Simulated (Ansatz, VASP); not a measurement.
GaP in VASP and in Ansatz

File INCAR:

```
SYSTEM = GaP
ALGO = Normal ; EDIFF = 1E-6
ENCUT = 500 ; GGA = PE
GGA_COMPAT = .FALSE. ; ISIF = 2
ISMEAR = 0 ; LASPH = .TRUE.
LCHARG = .FALSE. ; LREAL = .FALSE.
LWAVE = .FALSE. ; NBANDS = 16
NELM = 120 ; PREC = Accurate
SIGMA = 0.02
```

KPOINTS

```
k-points
0
G
  8 8 8
  0 0 0
```

POSCAR

```
GaP
1.0
    0.0000000000      2.7533029095      2.7533029095
    2.7533029095      0.0000000000      2.7533029095
    2.7533029095      2.7533029095      0.0000000000
Ga P
1 1
Direct
    0.0000000000      0.0000000000      0.0000000000
    0.2500000000      0.2500000000      0.2500000000
```

Input for Ansatz:

```yaml
crystal:
  lattice:
    - [0.0, 2.7533029095, 2.7533029095]
    - [2.7533029095, 0.0, 2.7533029095]
    - [2.7533029095, 2.7533029095, 0.0]
  atoms:
    - { symbol: Ga, position: [0.0, 0.0, 0.0] }
    - { symbol: P, position: [0.25, 0.25, 0.25] }
basis:
  ecutwfc: 420
kpoints:
  mp_grid: { grid: [8, 8, 8] }
  band_path:
    path:
      - [[0.0, 0.0, 0.0], [-0.5, -0.5, 0.0], [-0.375, -0.375, 0.25]]
      - [[-0.375, 0.0, 0.375], [0.0, 0.0, 0.0], [0.0, 0.0, 0.5], [-0.5, -0.25, 0.25], [-0.5, -0.5, 0.0]]
    npoints: 10
hamiltonian:
  xc: pbe
  pseudopotentials: { kind: paw, azcp: { folder: soft_1 } }
scf:
  occupations: { method: gaussian, width: 0.02 }
  n_extra_bands: 7
output:
  forces: true
  stress: true
  eigenvalues: true
```

Alike in both runs: task single point; functional PBE; k mesh 8 × 8 × 8; occupations gaussian, width 0.02 eV; no spin polarisation.

|  | VASP | Ansatz |
| --- | --- | --- |
| version | VASP 6.6.1 | Ansatz 0.2.0 |
| potentials or method | VASP PAW PBE potentials, release 64 (Ga_d, P), cutoff 500 eV | scalar-relativistic, plane waves, PAW |
| valence electrons in the cell | 18 | 18 |

```csv
,VASP,Ansatz,Ansatz less VASP
gap on the k mesh at the Fermi level (eV),1.57,1.58,+0.004
least direct gap on the mesh (eV),1.57,1.58,+0.004
pressure (GPa),-0.1,0.0,+0.10
```

With one functional, cell and mesh, what is left measures potentials, basis and numerics.
